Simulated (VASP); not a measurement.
# InSe2 (P4/nmm) in VASP: notebook

Aim: see how the results for InSe2 move with the level of theory and the settings. Levels: LDA, PBE. Tasks: relaxation of cell and atoms, single point.

All numbers are computed with VASP 6.6.1; they aren't measurements. Logs are shortened: lines on timing, memory, paths and dates and some standing lists are left out, and cuts for length are marked.

## 1. The cell of the first run

Symmetry: P4/nmm, No. 129, tetragonal system. Conventional cell: a = 3.895 Å, b = 3.895 Å, c = 9.626 Å, α = 90.00°, β = 90.00°, γ = 90.00°. In (site symmetry 4mm) has 9 Se at 2.84 to 3.43 Å within 3.7 Å. Se (site symmetry 4mm) has 5 In at 2.84 to 3.28 Å and 12 Se at 3.77 to 4.03 Å within 4.1 Å. Se (site symmetry -4m2) has 4 Se at 2.75 Å and 4 In at 3.43 Å within 3.6 Å.

## 2. Relaxation of cell and atoms, LDA

The input, INCAR:

```
SYSTEM = InSe2
PREC = Accurate
ENCUT = 600
EDIFF = 1E-6
ISMEAR = 0
SIGMA = 0.1
LREAL = .FALSE.
LASPH = .TRUE.
NELM = 100
ALGO = Normal
ISIF = 3
LWAVE = .FALSE.
LCHARG = .FALSE.
IBRION = 2
NSW = 80
EDIFFG = -0.01
```

The input, KPOINTS:

```
Automatic mesh
0
G
  10 10 4
  0 0 0
```

The input, POSCAR:

```
InSe2
1.0
    3.8948930000      0.0000000000      0.0000000000
    0.0000000000      3.8948930000      0.0000000000
    0.0000000000      0.0000000000      9.6262310000
In Se
2 4
Direct
    0.0000000000      0.5000000000      0.7064680000
    0.5000000000      0.0000000000      0.2935320000
    0.0000000000      0.5000000000      0.3662120000
    0.5000000000      0.0000000000      0.6337880000
    0.0000000000      0.0000000000      0.0000000000
    0.5000000000      0.5000000000      0.0000000000
```

Potentials or basis: VASP PAW LDA potentials, release 64 (In_d, Se).

Command:

```console
$ cat potpaw_LDA.64/In_d/POTCAR potpaw_LDA.64/Se/POTCAR > POTCAR
$ mpirun -np 1 vasp_std > vasp.out
```

OUTCAR:

```text
SYSTEM = InSe2
   PREC = Accurate
   ENCUT = 600
   EDIFF = 1E-6
   ISMEAR = 0
   LREAL = .FALSE.
   LASPH = .TRUE.
   NELM = 100
   ISIF = 3
   IBRION = 2
   NSW = 80
   EDIFFG = -0.01

 ion  position               nearest neighbor table
   1  0.000  0.500  0.706-   4 2.84   4 2.84   4 2.84   4 2.84   3 3.28
   2  0.500  0.000  0.294-   3 2.84   3 2.84   3 2.84   3 2.84   4 3.28
   3  0.000  0.500  0.366-   2 2.84   2 2.84   2 2.84   2 2.84   1 3.28
   4  0.500  0.000  0.634-   1 2.84   1 2.84   1 2.84   1 2.84   2 3.28
   5  0.000  0.000  0.000-   6 2.75   6 2.75   6 2.75   6 2.75
   6  0.500  0.500  0.000-   5 2.75   5 2.75   5 2.75   5 2.75

  LATTYP: Found a simple tetragonal cell.
 ALAT       =     3.8948930000
 C/A-ratio  =     2.4715007575

  Lattice vectors:

 A1 = (   3.8948930000,   0.0000000000,   0.0000000000)
 A2 = (   0.0000000000,   3.8948930000,   0.0000000000)
 A3 = (   0.0000000000,   0.0000000000,   9.6262310000)

Analysis of symmetry for initial positions (statically):
=====================================================================
 Subroutine PRICEL returns:
 Original cell was already a primitive cell.

 Routine SETGRP: Setting up the symmetry group for a
 simple tetragonal supercell.

 Subroutine GETGRP returns: Found 16 space group operations
 (whereof  8 operations were pure point group operations)
 out of a pool of 16 trial point group operations.

The static configuration has the point symmetry D_2d.
 The point group associated with its full space group is D_4h.

Analysis of symmetry for dynamics (positions and initial velocities):
=====================================================================
 Subroutine PRICEL returns:
 Original cell was already a primitive cell.

 Routine SETGRP: Setting up the symmetry group for a
 simple tetragonal supercell.

 Subroutine GETGRP returns: Found 16 space group operations
 (whereof  8 operations were pure point group operations)
 out of a pool of 16 trial point group operations.

The dynamic configuration has the point symmetry D_2d.
 The point group associated with its full space group is D_4h.

 Subroutine INISYM returns: Found 16 space group operations
 (whereof  8 operations are pure point group operations),
 and found     1 'primitive' translations

----------------------------------------------------------------------------------------

                                     Primitive cell

  volume of cell :     146.0318

  direct lattice vectors                    reciprocal lattice vectors
     3.894893000  0.000000000  0.000000000     0.256746463  0.000000000  0.000000000
     0.000000000  3.894893000  0.000000000     0.000000000  0.256746463  0.000000000
     0.000000000  0.000000000  9.626231000     0.000000000  0.000000000  0.103882818

  length of vectors
     3.894893000  3.894893000  9.626231000     0.256746463  0.256746463  0.103882818

  position of ions in fractional coordinates (direct lattice)
     0.000000000  0.500000000  0.706468000
     0.500000000  0.000000000  0.293532000
     0.000000000  0.500000000  0.366212000
     0.500000000  0.000000000  0.633788000
     0.000000000  0.000000000  0.000000000
     0.500000000  0.500000000  0.000000000

  ion indices of the primitive-cell ions
   primitive index   ion index
                 1           1
                 2           2
                 3           3
                 4           4
                 5           5
                 6           6

----------------------------------------------------------------------------------------

 KPOINTS: Automatic mesh

Automatic generation of k-mesh.
 Grid dimensions read from file:
 generate k-points for:   10   10    4

 Generating k-lattice:

  Cartesian coordinates                     Fractional coordinates (reciprocal lattice)
     0.025674646  0.000000000  0.000000000     0.100000000  0.000000000  0.000000000
     0.000000000  0.025674646  0.000000000     0.000000000  0.100000000  0.000000000
     0.000000000  0.000000000  0.025970704     0.000000000  0.000000000  0.250000000

[... 45 lines left out ...]
     AMIX     =   0.40;   BMIX     =  1.00
     AMIX_MAG =   1.60;   BMIX_MAG =  1.00
  volume/ion in A,a.u.               =      24.34       164.25
  Fermi-wavevector in a.u.,A,eV,Ry     =   1.145291  2.164286 17.846635  1.311691
  Thomas-Fermi vector in A             =   2.281980
   LORBIT       =      0    0 simple, 1 ext, 2 COOP (PROOUT), +10 PAW based schemes
   GGA     = CA    functional components
   LHFCALC =     F    Hartree Fock is set to
   AEXX    =    0.0000 exact exchange contribution
   IVDW    =     0    specifies the selected vdW correction
   LEPSILON=     F    determine dielectric tensor
   LRPA    =     F    only Hartree local field effects (RPA)
 conjugate gradient relaxation of ions
 non-spin polarized calculation
 Gauss-broadening in eV      SIGMA  =   0.10
  energy-cutoff  :      600.00
  volume of cell :      146.03
 maximum number of plane-waves:      4900
 NGX is ok and might be reduce to    32
   NGX = 15   NGY = 15   NGZ = 39

--------------------------------------- Ionic step        1  -------------------------------------------

 number of electron      49.9999993 magnetization

 Free energy of the ion-electron system (eV)
  ---------------------------------------------------
  ext. energy  EPLUGINS =         0.00000000
  ---------------------------------------------------
  free energy    TOTEN  =       -24.26706978 eV

  energy without entropy =      -24.25252104  energy(sigma->0) =      -24.25979541

------------------------ aborting loop because EDIFF is reached ----------------------------------------

  FORCE on cell =-STRESS in cart. coord.  units (eV):
  Direction    XX          YY          ZZ          XY          YZ          ZX
  --------------------------------------------------------------------------------------
  -------------------------------------------------------------------------------------
  Total       -5.1315589     -5.1315589     -2.8994630      0.0000000     -0.0000000      0.0000000
  in kB      -56.3005402    -56.3005402    -31.8112562      0.0000000     -0.0000000      0.0000000
  external PRESSURE =     -48.1374455 kB  Pullay stress =       0.0000000 kB
[... 101 lines left out ...]
  FREE ENERGIE OF THE ION-ELECTRON SYSTEM (eV)
  ---------------------------------------------------
  free  energy   TOTEN  =       -24.4374910557 eV

  energy  without entropy=      -24.4222322254  energy(sigma->0) =      -24.42986164

[... ionic steps 4 to 23 ...]

--------------------------------------- Ionic step       24  -------------------------------------------

 number of electron      50.0000011 magnetization

------------------------ aborting loop because EDIFF is reached ----------------------------------------
[... 75 lines left out ...]
--------------------------------------- Ionic step       26  -------------------------------------------

 number of electron      50.0000010 magnetization

 Free energy of the ion-electron system (eV)
  ---------------------------------------------------
  ext. energy  EPLUGINS =         0.00000000
  ---------------------------------------------------
  free energy    TOTEN  =       -24.45681062 eV

  energy without entropy =      -24.44215761  energy(sigma->0) =      -24.44948412

 E-fermi :   5.9602     XC(G=0): -10.5498

 val. band max:        5.9445326631   @ k =   0.1000   0.1000   0.2500
 cond. band min:       5.9649961780   @ k =   0.4000   0.2000   0.2500
 fundamental gap:      0.0204635149
 Fermi energy:         5.9601575189

 k-point     1 :       0.0000    0.0000    0.0000
  band No.  band energies     occupation
      1      -9.6603      2.00000
      2      -8.8314      2.00000
      3      -8.7602      2.00000
      4      -8.5289      2.00000
      5      -8.5229      2.00000
      6      -8.4570      2.00000
[... 781 lines left out ...]
     29       9.0012      0.00000
     30      10.1474      0.00000

 [... further k-points ...]

------------------------ aborting loop because EDIFF is reached ----------------------------------------

  FORCE on cell =-STRESS in cart. coord.  units (eV):
  Direction    XX          YY          ZZ          XY          YZ          ZX
  --------------------------------------------------------------------------------------
  -------------------------------------------------------------------------------------
  Total        0.0288850      0.0288850     -0.0097748      0.0000000      0.0000000      0.0000000
  in kB        0.3457271      0.3457271     -0.1169950      0.0000000      0.0000000      0.0000000
  external PRESSURE =       0.1914864 kB  Pullay stress =       0.0000000 kB
[... 21 lines left out ...]
  FREE ENERGIE OF THE ION-ELECTRON SYSTEM (eV)
  ---------------------------------------------------
  free  energy   TOTEN  =       -24.4568106226 eV

  energy  without entropy=      -24.4421576133  energy(sigma->0) =      -24.44948412

 reached required accuracy - stopping structural energy minimisation
```

Run time: 24 min. Hardware: 1 thread of Intel Xeon 6975P-C (Granite Rapids), shared host; peak memory 0.44 GiB.

What came out:

```
Free energy                           : -24.4568 eV
Relaxed volume                        : 22.31 Å³/atom
Relaxed cell                          : a = 3.811 Å, b = 3.811 Å, c = 9.218 Å, α = 90.00°, β = 90.00°, γ = 90.00°
Space group after relaxing (to 0.1 Å) : P4/nmm (No. 129)
Energy gained by relaxing             : 31.6 meV/atom
Ionic steps                           : 26
Pressure after relaxing               : 0.0 GPa
Largest force after relaxing          : 0.009 eV/Å
Band gap on the k mesh                : zero (bands 25 and 26 overlap by 2.41 eV)
```

Forces in eV/Å, atoms in the order of the input:
```
In   0.000  0.000 -0.008
In   0.000  0.000  0.008
Se   0.000  0.000  0.009
Se   0.000  0.000 -0.009
Se   0.000  0.000  0.000
Se   0.000  0.000  0.000
```

The path:
| step | energy change (eV) | largest force (eV/Å) | pressure (GPa) | volume (Å³) |
| --- | --- | --- | --- | --- |
| 1 | 0.0000 | 0.1751 | -4.81 | 146.03 |
| 2 | -0.1162 | 0.1432 | 3.02 | 131.10 |
| 3 | -0.1704 | 0.0239 | -0.23 | 136.13 |
| 4 | -0.1806 | 0.0274 | -0.14 | 135.24 |
| 5 | -0.1873 | 0.0448 | 0.03 | 133.81 |
| 6 | -0.1874 | 0.0480 | 0.06 | 133.69 |
| 7 | -0.1874 | 0.0459 | 0.04 | 133.74 |
| 8 | -0.1877 | 0.0471 | -0.04 | 133.88 |
| 9 | -0.1881 | 0.0486 | -0.17 | 134.09 |
| 10 | -0.1878 | 0.0511 | -0.42 | 134.52 |
| 11 | -0.1881 | 0.0495 | -0.26 | 134.23 |
| 12 | -0.1882 | 0.0469 | -0.25 | 134.22 |
| 13 | -0.1885 | 0.0440 | -0.23 | 134.17 |
| 14 | -0.1890 | 0.0355 | -0.18 | 134.08 |
| 15 | -0.1893 | 0.0399 | -0.07 | 133.91 |
| 16 | -0.1894 | 0.0352 | -0.01 | 133.84 |
| 17 | -0.1895 | 0.0257 | 0.07 | 133.70 |
| 18 | -0.1895 | 0.0215 | 0.10 | 133.65 |
| 19 | -0.1896 | 0.0166 | 0.09 | 133.68 |
| 20 | -0.1897 | 0.0159 | 0.02 | 133.79 |
| 21 | -0.1897 | 0.0156 | -0.01 | 133.81 |
| 22 | -0.1897 | 0.0173 | -0.01 | 133.81 |
| 23 | -0.1897 | 0.0171 | 0.00 | 133.80 |
| 24 | -0.1897 | 0.0140 | 0.00 | 133.81 |
| 25 | -0.1897 | 0.0105 | 0.02 | 133.84 |
| 26 | -0.1897 | 0.0086 | 0.02 | 133.86 |

Final structure:
```xyz
6
Lattice="3.8106 0.0000 0.0000 0.0000 3.8106 0.0000 0.0000 0.0000 9.2184" Properties=species:S:1:pos:R:3 pbc="T T T"
In    0.0000    1.9053    6.4746
In    1.9053    0.0000    2.7438
Se    0.0000    1.9053    3.3830
Se    1.9053    0.0000    5.8353
Se    0.0000    0.0000    0.0000
Se    1.9053    1.9053    0.0000
```

Levels at points of the mesh, in eV from the Fermi level:
```
           k point  band 21  band 22  band 23  band 24  band 25  band 26  band 27  band 28  band 29  band 30
(0.00, 0.00, 0.00)    -2.53    -1.99    -1.85    -1.85     0.23     0.67     3.05     3.05     3.23     4.51
(0.50, 0.00, 0.00)    -2.03    -2.03    -1.33    -1.33    -1.01    -1.01     1.95     1.95     3.07     3.07
(0.50, 0.50, 0.00)    -3.93    -3.93    -1.57    -1.57    -1.03    -1.03     2.61     2.61     3.93     3.93
(0.00, 0.00, 0.50)    -2.72    -1.76    -1.76    -0.89     0.23     0.75     2.00     3.05     3.05     3.33
(0.50, 0.00, 0.50)    -1.66    -1.66    -1.02    -1.02    -0.91    -0.91     1.22     1.22     3.67     3.67
(0.50, 0.50, 0.50)    -3.71    -3.71    -1.89    -1.89    -1.58    -1.58     3.72     3.72     4.86     4.86
```

Caveat: spin-orbit coupling is left out, which moves the levels of the heavy elements.

(Part 1 of 2 ends here.)
